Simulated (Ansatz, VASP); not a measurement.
## Two plane-wave programs on BaTiO3

```
Ba Ti O
1.0
     3.98545    0.00000    0.00000
     0.00000    3.98545    0.00000
     0.00000    0.00000    4.32650
Ba Ti O
1 1 3
Direct
  0.50000 0.50000 0.60068
  0.00000 0.00000 0.11477
  0.00000 0.50000 0.05733
  0.50000 0.00000 0.05733
  0.00000 0.00000 0.52990
```

Change from the starting cell: strain along c alone, the other axes held, atoms relaxed: +3.0 %.

Alike in both runs: functional PBE; k mesh 8 × 8 × 6; occupations gaussian, width 0.02 eV; no spin polarisation.

Ansatz relaxed the structure, and its values are those at the end. VASP's run is a single point on that final structure, the one shown.

|  | VASP | Ansatz |
| --- | --- | --- |
| version | VASP 6.6.1 | Ansatz 0.2.0 |
| potentials or method | VASP PAW PBE potentials, release 64 (Ba_sv, Ti_sv, O), cutoff 520 eV | scalar-relativistic, plane waves, PAW |
| valence electrons in the cell | 40 | 40 |

VASP gave:

```
gap on the k mesh at the Fermi level (eV) : 1.78
least direct gap on the mesh (eV)         : 2.42
pressure (GPa)                            : -0.6
rms of the force components (eV/Å)        : 0.039
```

Q: Which values does Ansatz return?

A: gap on the k mesh at the Fermi level (eV): 1.84; least direct gap on the mesh (eV): 2.46; pressure (GPa): -2.1; rms of the force components (eV/Å): 0.000.

Ansatz's warnings: stress scf threshold loose.

Spin-orbit coupling is off throughout.
